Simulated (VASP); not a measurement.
Set up this calculation in VASP 6.6.1, as the native input.

```yaml
Task: single point
Functional: PBE
Potentials_or_basis: VASP PAW PBE potentials, release 64 (Ta_pv)
Cutoff: 520 eV
k_mesh: 20 × 20 × 20
Occupations: fermi-dirac, width 0.08 eV
Spin: no spin polarisation
Dipole_correction: no
Further_INCAR_settings: ALGO = Normal; EDIFF = 1e-06; NBANDS = 12
```

The structure of Ta lies in POSCAR:

```
Ta
1.0
    0.0000000000      1.6663266757      1.6663266757
    1.6663266757      0.0000000000      1.6663266757
    1.6663266757      1.6663266757      0.0000000000
Ta
1
Direct
    0.0000000000      0.0000000000      0.0000000000
```

This cell differs from its parent crystal: volume scaled by 0.491, to set the pressure.

One way to write it, as run:

INCAR

```
PREC = Accurate
ENCUT = 520
EDIFF = 1E-6
ISMEAR = -1
SIGMA = 0.08
LREAL = False
LASPH = True
NELM = 80
ALGO = Normal
ISIF = 2
LWAVE = False
LCHARG = False
GGA = PE
NBANDS = 12
```

KPOINTS

```
regular mesh
0
Gamma
  20 20 20
```

Potentials or basis: VASP PAW PBE potentials, release 64 (Ta_pv).

Command:

```sh
$ cat potpaw_PBE.64/Ta_pv/POTCAR > POTCAR
$ mpirun -np 1 vasp_std > vasp.out
```

It gave:

The pressure is 495.0 GPa.

Caveat: the cell differs from its parent crystal (volume scaled by 0.491, to set the pressure).

It took 26 s on 1 thread of Intel Xeon 8259CL (shared host), peak memory 0.14 GiB.
